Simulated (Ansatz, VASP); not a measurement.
# TaN: VASP beside Ansatz

```
Ta N
1.0
     2.91656    0.00000    0.00000
    -1.45828    2.52582    0.00000
     0.00000    0.00000    2.86554
Ta N
1 1
Direct
  0.33333 0.66667 0.50000
  0.00000 0.00000 0.00000
```

Alike in both runs: functional r2SCAN; k mesh 13 × 13 × 12; occupations fermi-dirac, width 0.1 eV; no spin polarisation.

Ansatz relaxed the structure, and its values are those at the end. VASP's run is a single point on that final structure, the one shown.

```csv
,VASP,Ansatz
version,VASP 6.6.1,Ansatz 0.2.0
potentials or method,"VASP PAW PBE potentials, release 64 (Ta_pv, N), cutoff 520 eV",PAW plane waves
valence electrons in the cell,16,18
```

```csv
,VASP,Ansatz,Ansatz less VASP
pressure (GPa),9.3,7.6,-1.68
```

VASP's potentials were made for PBE, not for r2SCAN. VASP's potentials hold 16 valence electrons a cell and Ansatz's 18, so a difference there can come from the potentials and not from the codes. Ansatz's warnings: stress scf threshold loose.

Neither program's run includes spin-orbit coupling.
